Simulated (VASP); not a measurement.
# Mo (P6/mmm) in VASP: notebook, part 2 of 2

VASP 6.6.1. The steps go on from the part before.

## 4. Single point, RPBE (17.67 Å³/atom)

This run uses another cell than the first one, of 17.67 Å³/atom.

The input, INCAR:

```
SYSTEM = Mo
PREC = Accurate
ENCUT = 520
EDIFF = 1E-6
ISMEAR = -1
SIGMA = 0.1
LREAL = .FALSE.
LASPH = .TRUE.
NELM = 100
ALGO = Normal
ISIF = 2
LWAVE = .FALSE.
LCHARG = .TRUE.
GGA = RP
LELF = .TRUE.
LVHAR = .TRUE.
NBANDS = 28
```

The input, KPOINTS:

```
Automatic mesh
0
G
  9 9 14
  0 0 0
```

The input, POSCAR:

```
Mo
1.0
    4.8125898356      0.0000000000      0.0000000000
   -2.4062949178      4.1678250557      0.0000000000
    0.0000000000      0.0000000000      2.6421462466
Mo
3
Direct
    0.0000000000      1.0000000000      0.0000000000
    0.3333333333      0.6666666667      0.5000000000
    0.6666666667      0.3333333333      0.5000000000
```

Potentials or basis: VASP PAW PBE potentials, release 64 (Mo_sv).

Run with:

```sh
$ cat potpaw_PBE.64/Mo_sv/POTCAR > POTCAR
$ mpirun -np 1 vasp_std > vasp.out
```

OUTCAR:

```text
SYSTEM = Mo
   PREC = Accurate
   ENCUT = 520
   EDIFF = 1E-6
   ISMEAR = -1
   LREAL = .FALSE.
   LASPH = .TRUE.
   NELM = 100
   ISIF = 2
   GGA = RP

 ion  position               nearest neighbor table
   1  0.000  0.000  0.000-   2 3.08   3 3.08   2 3.08   3 3.08   3 3.08   3 3.08   2 3.08   2 3.08
                             3 3.08   3 3.08   2 3.08   2 3.08
   2  0.333  0.667  0.500-   3 2.78   3 2.78   3 2.78   1 3.08   1 3.08   1 3.08   1 3.08   1 3.08
                             1 3.08
   3  0.667  0.333  0.500-   2 2.78   2 2.78   2 2.78   1 3.08   1 3.08   1 3.08   1 3.08   1 3.08
                             1 3.08

  LATTYP: Found a hexagonal cell.
 ALAT       =     4.8125898356
 C/A-ratio  =     0.5490071535

  Lattice vectors:

 A1 = (   4.8125898356,   0.0000000000,   0.0000000000)
 A2 = (  -2.4062949178,   4.1678250557,   0.0000000000)
 A3 = (   0.0000000000,   0.0000000000,   2.6421462466)

Analysis of symmetry for initial positions (statically):
=====================================================================
 Subroutine PRICEL returns:
 Original cell was already a primitive cell.

 Routine SETGRP: Setting up the symmetry group for a
 hexagonal supercell.

 Subroutine GETGRP returns: Found 24 space group operations
 (whereof 24 operations were pure point group operations)
 out of a pool of 24 trial point group operations.

The static configuration has the point symmetry D_6h.

Analysis of symmetry for dynamics (positions and initial velocities):
=====================================================================
 Subroutine PRICEL returns:
 Original cell was already a primitive cell.

 Routine SETGRP: Setting up the symmetry group for a
 hexagonal supercell.

 Subroutine GETGRP returns: Found 24 space group operations
 (whereof 24 operations were pure point group operations)
 out of a pool of 24 trial point group operations.

The dynamic configuration has the point symmetry D_6h.

 Subroutine INISYM returns: Found 24 space group operations
 (whereof 24 operations are pure point group operations),
 and found     1 'primitive' translations

----------------------------------------------------------------------------------------

                                     Primitive cell

  volume of cell :      52.9963

  direct lattice vectors                    reciprocal lattice vectors
     4.812589836  0.000000000  0.000000000     0.207788329  0.119966648  0.000000000
    -2.406294918  4.167825056  0.000000000     0.000000000  0.239933295  0.000000000
     0.000000000  0.000000000  2.642146247     0.000000000  0.000000000  0.378480185

  length of vectors
     4.812589836  4.812589836  2.642146247     0.239933295  0.239933295  0.378480185

  position of ions in fractional coordinates (direct lattice)
     0.000000000  0.000000000  0.000000000
     0.333333333  0.666666667  0.500000000
     0.666666667  0.333333333  0.500000000

  ion indices of the primitive-cell ions
   primitive index   ion index
                 1           1
                 2           2
                 3           3

----------------------------------------------------------------------------------------

 KPOINTS: Automatic mesh

Automatic generation of k-mesh.
 Grid dimensions read from file:
 generate k-points for:    9    9   14

 Generating k-lattice:

  Cartesian coordinates                     Fractional coordinates (reciprocal lattice)
     0.023087592  0.013329628  0.000000000     0.111111111 -0.000000000  0.000000000
     0.000000000  0.026659255  0.000000000     0.000000000  0.111111111  0.000000000
     0.000000000  0.000000000  0.027034299     0.000000000  0.000000000  0.071428571

  Length of vectors
     0.026659255  0.026659255  0.027034299

  Shift w.r.t. Gamma in fractional coordinates (k-lattice)
     0.000000000  0.000000000  0.000000000

 Subroutine IBZKPT returns following result:
 ===========================================

 Found     96 irreducible k-points:

 Following reciprocal coordinates:
            Coordinates               Weight
  0.000000  0.000000  0.000000      1.000000
  0.111111 -0.000000  0.000000      6.000000
  0.222222 -0.000000  0.000000      6.000000
  0.333333  0.000000  0.000000      6.000000
  0.444444 -0.000000  0.000000      6.000000
  0.111111  0.111111  0.000000      6.000000
[... 16 lines left out ...]
  0.333333  0.222222  0.071429     24.000000
  0.333333  0.333333  0.071429      4.000000
 [... further k-points ...]
   k-points           NKPTS =     96   k-points in BZ     NKDIM =     96   number of bands    NBANDS=     28
   number of dos      NEDOS =    301   number of ions     NIONS =      3
   total plane-waves  NPLWV =  25920
   dimension x,y,z NGX =    36 NGY =   36 NGZ =   20
   dimension x,y,z NGXF=    72 NGYF=   72 NGZF=   40
   ions per type =               3
   NGX,Y,Z   is equivalent  to a cutoff of  12.44, 12.44, 12.58 a.u.
   NGXF,Y,Z  is equivalent  to a cutoff of  24.87, 24.87, 25.17 a.u.
 SYSTEM =  Mo
   PREC   = accura    normal or accurate (medium, high low for compatibility)
   ISTART =      0    job   : 0-new  1-cont  2-samecut
   ICHARG =      2    charge: 1-file 2-atom 10-const
   ISPIN  =      1    spin polarized calculation?
   LNONCOLLINEAR =      F non collinear calculations
   LSORBIT =      F    spin-orbit coupling
   LASPH  =      T    aspherical Exc in radial PAW
   ENCUT  =  520.0 eV  38.22 Ry    6.18 a.u.   8.95  8.95  4.91*2*pi/ulx,y,z
   NELM   =    100;   NELMIN=  2; NELMDL= -5     # of ELM steps
   EDIFF  = 0.1E-05   stopping-criterion for ELM
   LREAL  =      F    real-space projection
   EDIFFG = 0.1E-04   stopping-criterion for IOM
   NSW    =      0    number of steps for IOM
   IBRION =     -1    ionic relax: 0-MD 1-quasi-New 2-CG
   NFREE  =      0    steps in history (QN), initial steepest desc. (CG)
   ISIF   =      2    stress and relaxation
   ISYM   =      2    0-nonsym 1-usesym 2-fastsym
   POTIM  = 0.5000    time-step for ionic-motion
   TEBEG  =    0.0;   TEEND  =   0.0 temperature during run
   PSTRESS=    0.0 pullay stress
   NELECT =      42.0000    total number of electrons
   NUPDOWN=      -1.0000    fix difference up-down
   EMIN   =  10.00;   EMAX   =-10.00  energy-range for DOS
   EFERMI =   0.00;   METHOD = LEGACY
   ISMEAR =    -1;   SIGMA  =   0.10  broadening in eV -4-tet -1-fermi 0-gaus
   EFERMI_NEDOS =   21; number of points for ismear=-14 and -15
   IALGO  =     38    algorithm
   IMIX   =      4    mixing-type and parameters
     AMIX     =   0.40;   BMIX     =  1.00
     AMIX_MAG =   1.60;   BMIX_MAG =  1.00
  volume/ion in A,a.u.               =      17.67       119.21
  Fermi-wavevector in a.u.,A,eV,Ry     =   1.514989  2.862914 31.227986  2.295192
  Thomas-Fermi vector in A             =   2.624573
   LORBIT       =      0    0 simple, 1 ext, 2 COOP (PROOUT), +10 PAW based schemes
   GGA     = RP    functional components
   LHFCALC =     F    Hartree Fock is set to
   AEXX    =    0.0000 exact exchange contribution
   IVDW    =     0    specifies the selected vdW correction
   LEPSILON=     F    determine dielectric tensor
   LRPA    =     F    only Hartree local field effects (RPA)
 non-spin polarized calculation
  energy-cutoff  :      520.00
  volume of cell :       53.00
 maximum number of plane-waves:      1448
 NGX is ok and might be reduce to    36
   NGX = 17   NGY = 17   NGZ =  9

 number of electron      41.9999994 magnetization

 Free energy of the ion-electron system (eV)
  ---------------------------------------------------
  ext. energy  EPLUGINS =         0.00000000
  ---------------------------------------------------
  free energy    TOTEN  =       -29.77244132 eV

  energy without entropy =      -29.63320376  energy(sigma->0) =      -29.70282254

 E-fermi :  10.6294     XC(G=0): -12.6103

 val. band max:       10.6268178683   @ k =   0.4444   0.1111   0.2857
 cond. band min:      10.6295343321   @ k =   0.3333   0.3333   0.5000
 fundamental gap:      0.0027164638
 Fermi energy:        10.6293666244

 k-point     1 :       0.0000    0.0000    0.0000
  band No.  band energies     occupation
      1     -50.4794      2.00000
      2     -50.3019      2.00000
      3     -50.1837      2.00000
      4     -24.5743      2.00000
      5     -24.5743      2.00000
      6     -24.5674      2.00000
[... 20 lines left out ...]
     27      14.3137      0.00000
[... 691 lines left out ...]
      6     -24.6039      2.00000
[... 20 lines left out ...]
     27      13.2867      0.00000
     28      13.7333      0.00000

 [... further k-points ...]

------------------------ aborting loop because EDIFF is reached ----------------------------------------

  FORCE on cell =-STRESS in cart. coord.  units (eV):
  Direction    XX          YY          ZZ          XY          YZ          ZX
  --------------------------------------------------------------------------------------
  -------------------------------------------------------------------------------------
  Total       -4.4722125     -4.4722125     -5.4106097      0.0000000      0.0000000      0.0000000
  in kB     -135.2034675   -135.2034675   -163.5729964      0.0000000      0.0000000      0.0000000
  external PRESSURE =    -144.6599772 kB  Pullay stress =       0.0000000 kB

 VOLUME and BASIS-vectors are now :
 -----------------------------------------------------------------------------
  energy-cutoff  :      520.00
  volume of cell :       53.00
      direct lattice vectors                 reciprocal lattice vectors
     4.812589836  0.000000000  0.000000000     0.207788329  0.119966648  0.000000000
    -2.406294918  4.167825056  0.000000000     0.000000000  0.239933295  0.000000000
     0.000000000  0.000000000  2.642146247     0.000000000  0.000000000  0.378480185

 POSITION                                       TOTAL-FORCE (eV/Angst)
 -----------------------------------------------------------------------------------
      0.00000      0.00000      0.00000        -0.000000      0.000000      0.000000
     -0.00000      2.77855      1.32107        -0.000000      0.000000     -0.000000
      2.40629      1.38928      1.32107         0.000000      0.000000      0.000000
 -----------------------------------------------------------------------------------
    total drift:                                0.000000      0.000000     -0.000000

  FREE ENERGIE OF THE ION-ELECTRON SYSTEM (eV)
  ---------------------------------------------------
  free  energy   TOTEN  =       -29.7724413158 eV

  energy  without entropy=      -29.6332037648  energy(sigma->0) =      -29.70282254
```

OSZICAR:

```text
N       E                     dE             d eps       ncg     rms          rms(c)
DAV:   1     0.459997328912E+03    0.46000E+03   -0.25641E+04  5392   0.155E+03
DAV:   2    -0.182399365861E+02   -0.47824E+03   -0.46865E+03  5924   0.482E+02
DAV:   3    -0.314212581220E+02   -0.13181E+02   -0.12682E+02  6848   0.753E+01
DAV:   4    -0.316226176338E+02   -0.20136E+00   -0.19952E+00  5960   0.760E+00
DAV:   5    -0.316249093561E+02   -0.22917E-02   -0.22901E-02  5976   0.868E-01    0.185E+01
DAV:   6    -0.299754355770E+02    0.16495E+01   -0.43849E+00  5584   0.149E+01    0.471E+00
DAV:   7    -0.299574092018E+02    0.18026E-01   -0.20030E+00  6372   0.838E+00    0.321E+00
DAV:   8    -0.297770951907E+02    0.18031E+00   -0.81148E-01  5904   0.476E+00    0.133E+00
DAV:   9    -0.297721000864E+02    0.49951E-02   -0.28643E-02  5976   0.136E+00    0.307E-01
DAV:  10    -0.297723903430E+02   -0.29026E-03   -0.10770E-03  6176   0.276E-01    0.110E-01
DAV:  11    -0.297724367435E+02   -0.46401E-04   -0.56377E-05  6176   0.525E-02    0.379E-02
DAV:  12    -0.297724413657E+02   -0.46221E-05   -0.14235E-05  5604   0.332E-02    0.646E-03
DAV:  13    -0.297724413158E+02    0.49878E-07   -0.78052E-07  2920   0.793E-03
   1 F= -.29772441E+02 E0= -.29702823E+02  d E =-.139238E+00
```

It took 62 s on 1 thread of Intel Xeon Platinum 8488C (Sapphire Rapids), shared host; peak memory 0.24 GiB.

Results:

```
Free energy            : -29.7724 eV
Pressure               : -14.5 GPa
Band gap on the k mesh : zero (bands 21 and 22 overlap by 1.21 eV)
```

Caveat: the cell stands under tension; the PAW data sets were made with another functional, which shifts forces and pressure a little.

## 5. Single point, RPBE (18.32 Å³/atom)

This run uses another cell than the first one, of 18.32 Å³/atom.

The input, INCAR:

```
PREC = Accurate
ENCUT = 520
EDIFF = 1E-6
ISMEAR = -1
SIGMA = 0.1
LREAL = False
LASPH = True
NELM = 60
ALGO = Normal
ISIF = 2
LWAVE = False
LCHARG = False
GGA = RP
NBANDS = 28
```

The input, KPOINTS:

```
Automatic mesh
0
Gamma
  9 9 14
```

The input, POSCAR:

```
Mo
1.0
    4.8712857403      0.0000000000      0.0000000000
   -2.4356428702      4.2186572002      0.0000000000
    0.0000000000      0.0000000000      2.6743707182
Mo
3
Direct
    0.0000000000      1.0000000000      0.0000000000
    0.3333333333      0.6666666667      0.5000000000
    0.6666666667      0.3333333333      0.5000000000
```

Potentials or basis: VASP PAW PBE potentials, release 64 (Mo_sv).

Run with:

```sh
$ cat potpaw_PBE.64/Mo_sv/POTCAR > POTCAR
$ mpirun -np 1 vasp_std > vasp.out
```

OUTCAR:

```text
PREC = Accurate
   ENCUT = 520
   EDIFF = 1E-6
   ISMEAR = -1
   LREAL = False
   LASPH = True
   NELM = 60
   ISIF = 2
   GGA = RP

 ion  position               nearest neighbor table
   1  0.000  0.000  0.000-   2 3.11   3 3.11   2 3.11   3 3.11   3 3.11   3 3.11   2 3.11   2 3.11
                             3 3.11   3 3.11   2 3.11   2 3.11
   2  0.333  0.667  0.500-   3 2.81   3 2.81   3 2.81   1 3.11   1 3.11   1 3.11   1 3.11   1 3.11
                             1 3.11
   3  0.667  0.333  0.500-   2 2.81   2 2.81   2 2.81   1 3.11   1 3.11   1 3.11   1 3.11   1 3.11
                             1 3.11

  LATTYP: Found a hexagonal cell.
 ALAT       =     4.8712857403
 C/A-ratio  =     0.5490071535

  Lattice vectors:

 A1 = (   4.8712857403,   0.0000000000,   0.0000000000)
 A2 = (  -2.4356428702,   4.2186572002,   0.0000000000)
 A3 = (   0.0000000000,   0.0000000000,   2.6743707182)

Analysis of symmetry for initial positions (statically):
=====================================================================
 Subroutine PRICEL returns:
 Original cell was already a primitive cell.

 Routine SETGRP: Setting up the symmetry group for a
 hexagonal supercell.

[... 166 lines left out ...]

 E-fermi :  10.1151     XC(G=0): -12.4128

 val. band max:       10.1151045081   @ k =   0.3333   0.0000   0.2857
 cond. band min:      10.1165752370   @ k =   0.2222   0.0000   0.5000
 fundamental gap:      0.0014707289
 Fermi energy:        10.1151197909

 k-point     1 :       0.0000    0.0000    0.0000
  band No.  band energies     occupation
      1     -51.0136      2.00000
      2     -50.8402      2.00000
      3     -50.7354      2.00000
      4     -25.0918      2.00000
      5     -25.0918      2.00000
      6     -25.0688      2.00000
[... 733 lines left out ...]
     27      12.6493      0.00000
     28      13.0655      0.00000

 [... further k-points ...]

------------------------ aborting loop because EDIFF is reached ----------------------------------------

  FORCE on cell =-STRESS in cart. coord.  units (eV):
  Direction    XX          YY          ZZ          XY          YZ          ZX
  --------------------------------------------------------------------------------------
  -------------------------------------------------------------------------------------
  Total       -6.4181131     -6.4181131     -7.6063776      0.0000000      0.0000000      0.0000000
  in kB     -187.1020279   -187.1020279   -221.7425386      0.0000000      0.0000000      0.0000000
  external PRESSURE =    -198.6488648 kB  Pullay stress =       0.0000000 kB

 VOLUME and BASIS-vectors are now :
 -----------------------------------------------------------------------------
  energy-cutoff  :      520.00
  volume of cell :       54.96
      direct lattice vectors                 reciprocal lattice vectors
     4.871285740  0.000000000  0.000000000     0.205284611  0.118521126  0.000000000
    -2.435642870  4.218657200  0.000000000     0.000000000  0.237042251  0.000000000
     0.000000000  0.000000000  2.674370718     0.000000000  0.000000000  0.373919739

 POSITION                                       TOTAL-FORCE (eV/Angst)
 -----------------------------------------------------------------------------------
      0.00000      0.00000      0.00000         0.000000      0.000000     -0.000000
     -0.00000      2.81244      1.33719        -0.000000      0.000000      0.000000
      2.43564      1.40622      1.33719         0.000000     -0.000000     -0.000000
 -----------------------------------------------------------------------------------
    total drift:                                0.000000      0.000000     -0.000000

  FREE ENERGIE OF THE ION-ELECTRON SYSTEM (eV)
  ---------------------------------------------------
  free  energy   TOTEN  =       -29.5616687794 eV

  energy  without entropy=      -29.4170273280  energy(sigma->0) =      -29.48934805
```

OSZICAR:

```text
N       E                     dE             d eps       ncg     rms          rms(c)
DAV:   1     0.460693837880E+03    0.46069E+03   -0.25546E+04  5384   0.154E+03
DAV:   2    -0.177503818239E+02   -0.47844E+03   -0.46874E+03  5888   0.482E+02
DAV:   3    -0.312639858603E+02   -0.13514E+02   -0.12933E+02  6908   0.750E+01
DAV:   4    -0.314892310147E+02   -0.22525E+00   -0.22362E+00  6172   0.788E+00
DAV:   5    -0.314917234273E+02   -0.24924E-02   -0.24908E-02  5972   0.884E-01    0.171E+01
DAV:   6    -0.297613023105E+02    0.17304E+01   -0.47596E+00  5568   0.152E+01    0.419E+00
DAV:   7    -0.297686903678E+02   -0.73881E-02   -0.21615E+00  6432   0.832E+00    0.340E+00
DAV:   8    -0.295662861086E+02    0.20240E+00   -0.91073E-01  5968   0.467E+00    0.139E+00
DAV:   9    -0.295612926548E+02    0.49935E-02   -0.30618E-02  6048   0.139E+00    0.324E-01
DAV:  10    -0.295616113674E+02   -0.31871E-03   -0.12916E-03  6200   0.292E-01    0.109E-01
DAV:  11    -0.295616641111E+02   -0.52744E-04   -0.61989E-05  6268   0.540E-02    0.365E-02
DAV:  12    -0.295616688664E+02   -0.47552E-05   -0.15039E-05  5596   0.338E-02    0.624E-03
DAV:  13    -0.295616687794E+02    0.86931E-07   -0.82703E-07  2936   0.807E-03
   1 F= -.29561669E+02 E0= -.29489348E+02  d E =-.144641E+00
```

stdout:

```text
POSCAR found type information on POSCAR Mo
 POSCAR found :  1 types and       3 ions
 scaLAPACK will be used
 -----------------------------------------------------------------------------
|                                                                             |
|                                                                             |
|     You enforced a specific xc type in the INCAR file but a different       |
|     I HOPE YOU KNOW WHAT YOU ARE DOING!                                     |
|                                                                             |
 -----------------------------------------------------------------------------

 LDA part: xc-table for (Slater+PW92), standard interpolation
 POSCAR, INCAR and KPOINTS ok, starting setup
 FFT: planning ... GRIDC
 FFT: planning ... GRID_SOFT
 FFT: planning ... GRID
 WAVECAR not read
 entering main loop
```

It took 63 s on 1 thread of Intel Xeon Platinum 8488C (Sapphire Rapids), shared host; peak memory 0.24 GiB.

What came out:

```
Free energy            : -29.5617 eV
Pressure               : -19.9 GPa
Band gap on the k mesh : zero (bands 21 and 22 overlap by 1.14 eV)
```

Stress tensor (GPa, compression positive):
```
-18.71   0.00   0.00
  0.00 -18.71   0.00
  0.00   0.00 -22.17
```

Caveat: the cell stands under tension; the PAW data sets were made with another functional, which shifts forces and pressure a little.

## 6. Summary

```tsv
cell	gap on the mesh (eV)	pressure (GPa)
a = 4.691, b = 4.691, c = 2.575 Å, angles 90.0, 90.0, 120.0°, 3 atoms	none	0.5
a = 4.752, b = 4.752, c = 2.609 Å, angles 90.0, 90.0, 120.0°, 3 atoms	none	-7.8
a = 4.813, b = 4.813, c = 2.642 Å, angles 90.0, 90.0, 120.0°, 3 atoms	none	-14.5
a = 4.871, b = 4.871, c = 2.674 Å, angles 90.0, 90.0, 120.0°, 3 atoms	none	-19.9
```

Alike in all rows: task single point; level RPBE; potentials or basis VASP PAW PBE potentials, release 64 (Mo_sv); no spin polarisation; k mesh 9 × 9 × 14; cutoff (eV) 520; smearing fermi-dirac 0.1 eV.

Caveats: the PAW data sets were made with another functional, which shifts forces and pressure a little; the cell stands under tension (at least some runs).

Total energies depend on the potentials used, so only differences within one code and one set of settings carry meaning.
